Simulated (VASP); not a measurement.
Crystal: AlSn4.

```
CELL_PARAMETERS angstrom
-3.18264 3.18264 3.18264
3.18264 -3.18264 3.18264
3.18264 3.18264 -3.18264
ATOMIC_POSITIONS crystal
Al 0.00000 0.00000 0.00000
Sn 0.00000 0.00000 0.50000
Sn 0.50000 0.00000 0.00000
Sn 0.00000 0.50000 0.00000
Sn 0.50000 0.50000 0.50000
```

| Property | Result |
| --- | --- |
| Program | VASP 6.6.1 |
| Task | relaxation of cell and atoms |
| Functional | PBE |
| Potentials or basis | VASP PAW PBE potentials, release 64 (Al, Sn_d) |
| Cutoff | 600 eV |
| k mesh | 4 × 4 × 4 |
| Occupations | gaussian, width 0.1 eV |
| Spin | no spin polarisation |

At the start: pressure 5.6 GPa; volume 25.79 Å³/atom.

Question: Where does the relaxation end?

Answer: Over 3 steps the energy falls by 49.7 meV/atom and the volume is 28.79 Å³/atom (+11.6 %); space group Im-3m (No. 229, to 0.05 Å).

Step by step:
```csv
step,energy change (eV),largest force (eV/Å),pressure (GPa),volume (Å³)
1,0.0000,0.0000,5.65,128.95
2,-0.2430,0.0000,-0.81,146.66
3,-0.2484,0.0000,0.09,143.94
```

Final structure:
```
CELL_PARAMETERS angstrom
-3.30149 3.30149 3.30149
3.30149 -3.30149 3.30149
3.30149 3.30149 -3.30149
ATOMIC_POSITIONS crystal
Al 0.00000 0.00000 0.00000
Sn 0.00000 0.00000 0.50000
Sn 0.50000 0.00000 0.00000
Sn 0.00000 0.50000 0.00000
Sn 0.50000 0.50000 0.50000
```
